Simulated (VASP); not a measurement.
# Al (P6_3/mmc) in VASP: a series of runs, part 2 of 2

VASP 6.6.1. The steps go on from the part before.

## (5) Single point, PBEsol+D3(BJ) (volume 14.675 Å^3 an atom, c/a of the conventional cell 3.3484)

Contents of INCAR:

```
SYSTEM = Al
PREC = Accurate ; ENCUT = 520
EDIFF = 1E-6 ; ISMEAR = 0
SIGMA = 0.15 ; LREAL = .False.
LASPH = .True. ; NELM = 100
ALGO = Normal ; ISIF = 2
LWAVE = .False. ; LCHARG = .False.
GGA = PS ; IVDW = 12
NBANDS = 14
```

Contents of KPOINTS:

```
Automatic mesh
0
Gamma
  18 18 6
  0 0 0
```

Contents of POSCAR:

```
Al
1.0
    2.7253568702      0.0000000000      0.0000000000
   -1.3626784351      2.3602282840      0.0000000000
    0.0000000000      0.0000000000      9.1255849442
Al
4
Direct
    0.0000000000      0.0000000000      0.0000000000
    0.3333333333      0.6666666667      0.2500000000
    0.0000000000      0.0000000000      0.5000000000
    0.6666666667      0.3333333333      0.7500000000
```

Potentials or basis: VASP PAW PBE potentials, release 64 (Al).

Launch:

```bash
> cat potpaw_PBE.64/Al/POTCAR > POTCAR
> mpirun -np 1 vasp_std > vasp.out
```

OUTCAR:

```text
SYSTEM = Al
   PREC = Accurate
   ENCUT = 520
   EDIFF = 1E-6
   ISMEAR = 0
   LREAL = .False.
   LASPH = .True.
   NELM = 100
   ISIF = 2
   GGA = PS
   IVDW = 12
 IVDW          = 12

 ion  position               nearest neighbor table
   1  0.000  0.000  0.000-   2 2.77   4 2.77   4 2.77   2 2.77   4 2.77   2 2.77
   2  0.333  0.667  0.250-   1 2.77   3 2.77   1 2.77   3 2.77   1 2.77   3 2.77
   3  0.000  0.000  0.500-   2 2.77   4 2.77   4 2.77   2 2.77   4 2.77   2 2.77
   4  0.667  0.333  0.750-   1 2.77   3 2.77   1 2.77   3 2.77   1 2.77   3 2.77

  LATTYP: Found a hexagonal cell.
 ALAT       =     2.7253568702
 C/A-ratio  =     3.3484000000

  Lattice vectors:

 A1 = (   2.7253568702,   0.0000000000,   0.0000000000)
 A2 = (  -1.3626784351,   2.3602282840,   0.0000000000)
 A3 = (   0.0000000000,   0.0000000000,   9.1255849442)

Analysis of symmetry for initial positions (statically):
=====================================================================
 Subroutine PRICEL returns:
 Original cell was already a primitive cell.

 Routine SETGRP: Setting up the symmetry group for a
 hexagonal supercell.

 Subroutine GETGRP returns: Found 24 space group operations
[... 192 lines left out ...]
     13      22.1047      0.00000
     14      22.1280      0.00000
[... 377 lines left out ...]
      1       2.6253      2.00000
      2       4.2750      2.00000
      3       4.2818      2.00000
      4       5.3929      2.00000
      5       7.1378      2.00000
      6       7.1537      2.00000
      7       9.1163      1.61395
      8       9.6854      0.00001
      9      11.6677      0.00000
     10      11.8313      0.00000
     11      13.3492      0.00000
     12      13.9596      0.00000
     13      14.4059      0.00000
     14      17.5287      0.00000

 [... further k-points ...]

------------------------ aborting loop because EDIFF is reached ----------------------------------------

 Edisp (eV)   -1.43037

 E8    (eV) :    -0.9633

  FORCE on cell =-STRESS in cart. coord.  units (eV):
  Direction    XX          YY          ZZ          XY          YZ          ZX
  --------------------------------------------------------------------------------------
  -------------------------------------------------------------------------------------
  Total       2.81025     2.81025     1.58566    -0.00000     0.00000     0.00000
  in kB      76.70384    76.70384    43.27960    -0.00000     0.00000     0.00000
  external pressure =       65.56 kB  Pullay stress =        0.00 kB

 VOLUME and BASIS-vectors are now :
 -----------------------------------------------------------------------------
  energy-cutoff  :      520.00
  volume of cell :       58.70
      direct lattice vectors                 reciprocal lattice vectors
     2.725356870  0.000000000  0.000000000     0.366924424  0.211843915  0.000000000
    -1.362678435  2.360228284  0.000000000     0.000000000  0.423687830  0.000000000
     0.000000000  0.000000000  9.125584944     0.000000000  0.000000000  0.109582017

 POSITION                                       TOTAL-FORCE (eV/Angst)
 -----------------------------------------------------------------------------------
      0.00000      0.00000      0.00000         0.000000      0.000000      0.000000
     -0.00000      1.57349      2.28140        -0.000000      0.000000      0.000000
      0.00000      0.00000      4.56279         0.000000      0.000000      0.000000
      1.36268      0.78674      6.84419         0.000000     -0.000000     -0.000000
 -----------------------------------------------------------------------------------
    total drift:                               -0.000000      0.000000     -0.000000

  FREE ENERGIE OF THE ION-ELECTRON SYSTEM (eV)
  ---------------------------------------------------
  free  energy   TOTEN  =       -17.5612165657 eV

  energy  without entropy=      -17.5434030763  energy(sigma->0) =      -17.55230982
```

OSZICAR:

```text
N       E                     dE             d eps       ncg     rms          rms(c)
DAV:   1     0.659990873224E+01    0.65999E+01   -0.43146E+03  4168   0.670E+02
DAV:   2    -0.155233503747E+02   -0.22123E+02   -0.20342E+02  5386   0.932E+01
DAV:   3    -0.162536687476E+02   -0.73032E+00   -0.72123E+00  5536   0.138E+01
DAV:   4    -0.162582585455E+02   -0.45898E-02   -0.45887E-02  4960   0.137E+00
DAV:   5    -0.162583082032E+02   -0.49658E-04   -0.49658E-04  5568   0.146E-01    0.325E+00
DAV:   6    -0.161819936076E+02    0.76315E-01   -0.63701E-03  4680   0.400E-01    0.183E+00
DAV:   7    -0.161317041273E+02    0.50289E-01   -0.14624E-02  4576   0.582E-01    0.278E-01
DAV:   8    -0.161308683674E+02    0.83576E-03   -0.41726E-04  5690   0.106E-01    0.777E-02
DAV:   9    -0.161308458402E+02    0.22527E-04   -0.25959E-05  5020   0.242E-02    0.136E-02
DAV:  10    -0.161308457362E+02    0.10392E-06   -0.71953E-07  3852   0.546E-03
   1 F= -.17561217E+02 E0= -.17552310E+02  d E =-.178135E-01
```

Wall time 46 s (1 thread of Intel Xeon Platinum 8488C (Sapphire Rapids), shared host); peak memory 0.23 GiB.

What came out:

| Quantity | Value |
| --- | --- |
| Free energy | -17.5612 eV |
| Pressure | 6.6 GPa |
| Band gap on the k mesh | zero (band 6 reaches 13.03 eV, above the bottom of band 7 at 7.67 eV) |
| Dispersion energy per atom | -0.358 eV |

Stress tensor (GPa, compression positive):
```
7.67 0.00 0.00
0.00 7.67 0.00
0.00 0.00 4.33
```

Caveat: the PAW data sets were made with another functional, which shifts forces and pressure a little; pairwise dispersion overbinds metals, which lowers pressure and volume.

## (6) Single point, PBEsol+D3(BJ) (volume 14.987 Å^3 an atom, c/a of the conventional cell 3.0291)

Contents of INCAR:

```
PREC = Accurate
ENCUT = 520
EDIFF = 1E-6
ISMEAR = 0
SIGMA = 0.15
LREAL = False
LASPH = True
NELM = 60
ALGO = Normal
ISIF = 2
LWAVE = False
LCHARG = True
GGA = PS
IVDW = 12
LELF = True
LVHAR = True
NBANDS = 14
```

Contents of KPOINTS:

```
Automatic mesh
0
Gamma
  18 18 6
```

Contents of POSCAR:

```
Al
1.0
    2.8377675528      0.0000000000      0.0000000000
   -1.4188837764      2.4575787908      0.0000000000
    0.0000000000      0.0000000000      8.5958816942
Al
4
Direct
    0.0000000000      0.0000000000      0.0000000000
    0.3333333333      0.6666666667      0.2500000000
    0.0000000000      0.0000000000      0.5000000000
    0.6666666667      0.3333333333      0.7500000000
```

Potentials or basis: VASP PAW PBE potentials, release 64 (Al).

Launch:

```bash
> cat potpaw_PBE.64/Al/POTCAR > POTCAR
> mpirun -np 1 vasp_std > vasp.out
```

Wall time 48 s (1 thread of Intel Xeon Platinum 8488C (Sapphire Rapids), shared host); peak memory 0.24 GiB.

Results (log left out):

| Item | Value |
| --- | --- |
| Free energy | -17.5220 eV |
| Pressure | 4.9 GPa |
| Band gap on the k mesh | zero (band 6 reaches 14.22 eV, above the bottom of band 7 at 7.14 eV) |
| Dispersion energy per atom | -0.350 eV |

Stress tensor (GPa, compression positive):
```
 2.06  0.00  0.00
 0.00  2.06  0.00
 0.00  0.00 10.57
```

Levels at points of the mesh, in eV from the Fermi level:
| k point | band 2 | band 3 | band 4 | band 5 | band 6 | band 7 | band 8 | band 9 | band 10 | band 11 |
| --- | --- | --- | --- | --- | --- | --- | --- | --- | --- | --- |
| (0.00, 0.00, 0.00) | -9.83 | -9.83 | -4.49 | -3.54 | 5.15 | 5.19 | 10.18 | 10.18 | 10.39 | 10.39 |
| (0.50, 0.00, 0.00) | -5.78 | -4.33 | -4.23 | -3.61 | -3.50 | 0.93 | 1.36 | 2.21 | 2.39 | 5.10 |
| (0.00, 0.00, 0.50) | -11.31 | -7.40 | -7.40 | 0.22 | 0.22 | 10.56 | 10.56 | 10.56 | 10.56 | 10.57 |
| (0.50, 0.00, 0.50) | -5.42 | -5.32 | -5.32 | -1.89 | -1.89 | -1.16 | -1.16 | 5.18 | 5.18 | 5.52 |

Caveat: the PAW data sets were made with another functional, which shifts forces and pressure a little; pairwise dispersion overbinds metals, which lowers pressure and volume.

## (7) The runs side by side

| cell | gap on the mesh (eV) | pressure (GPa) |
| --- | --- | --- |
| a = 2.689, b = 2.689, c = 9.373 Å, angles 90.0, 90.0, 120.0°, 4 atoms | none | 7.1 |
| a = 2.799, b = 2.799, c = 8.651 Å, angles 90.0, 90.0, 120.0°, 4 atoms | none | 6.9 |
| a = 2.762, b = 2.762, c = 8.885 Å, angles 90.0, 90.0, 120.0°, 4 atoms | none | 6.5 |
| a = 2.725, b = 2.725, c = 9.126 Å, angles 90.0, 90.0, 120.0°, 4 atoms | none | 6.6 |
| a = 2.838, b = 2.838, c = 8.596 Å, angles 90.0, 90.0, 120.0°, 4 atoms | none | 4.9 |

Alike in all rows: task single point; level PBEsol+D3(BJ); potentials or basis VASP PAW PBE potentials, release 64 (Al); no spin polarisation; k mesh 18 × 18 × 6; cutoff (eV) 520; smearing gaussian 0.15 eV.

Caveats: the PAW data sets were made with another functional, which shifts forces and pressure a little; pairwise dispersion overbinds metals, which lowers pressure and volume.

Total energies depend on the potentials used, so only differences within one code and one set of settings carry meaning.
